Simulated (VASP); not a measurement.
Set up this calculation in VASP 6.6.1, as the native input.

* Task: single point
* Functional: PBE
* Potentials or basis: VASP PAW PBE potentials, release 64 (K_sv, Zn, F)
* Cutoff: 600 eV
* k mesh: 6 × 6 × 6
* Occupations: gaussian, width 0.1 eV
* Spin: no spin polarisation
* Dipole correction: no
* Further INCAR settings: ALGO = Normal; EDIFF = 1e-06; NBANDS = 29

The structure of KZnF3 lies in POSCAR:

```
KZnF3
1.0
   -1.9720538240      1.9720538240      5.5377658265
    1.9720538240     -1.9720538240      5.5377658265
    1.9720538240      1.9720538240     -5.5377658265
K Zn F
1 1 3
Direct
    0.9901796108      0.9901796108      0.0000000000
    0.6779072994      0.6779072994      0.0000000000
    0.5004033329      0.5004033329      0.0000000000
    0.7073068684      0.2073068684      0.5000000000
    0.2073068684      0.7073068684      0.5000000000
```

The cell was generated, and may not be a known phase.

These files were run (other wordings do the same):

INCAR

```
SYSTEM = KZnF3
  PREC = Accurate
  ENCUT = 600
  EDIFF = 1E-6
  ISMEAR = 0
  SIGMA = 0.1
  LREAL = .FALSE.
  LASPH = .TRUE.
  NELM = 120
  ALGO = Normal
  ISIF = 2
  LWAVE = .FALSE.
  LCHARG = .TRUE.
  GGA = PE
  LELF = .TRUE.
  LVHAR = .TRUE.
  NBANDS = 29
  GGA_COMPAT = .FALSE.
```

KPOINTS

```
Automatic mesh
0
G
  6 6 6
  0 0 0
```

Potentials or basis: VASP PAW PBE potentials, release 64 (K_sv, Zn, F).

The run is started by

```console
$ cat potpaw_PBE.64/K_sv/POTCAR potpaw_PBE.64/Zn/POTCAR potpaw_PBE.64/F/POTCAR > POTCAR
$ mpirun -np 1 vasp_std > vasp.out
```

It gave:

* Pressure: 0.2 GPa
* Largest force: 0.120 eV/Å
* Band gap on the k mesh: 3.15 eV (least direct gap 4.39 eV)

Run time: 8 min on 1 thread of Intel Xeon 8259CL (shared host), peak memory 0.37 GiB.
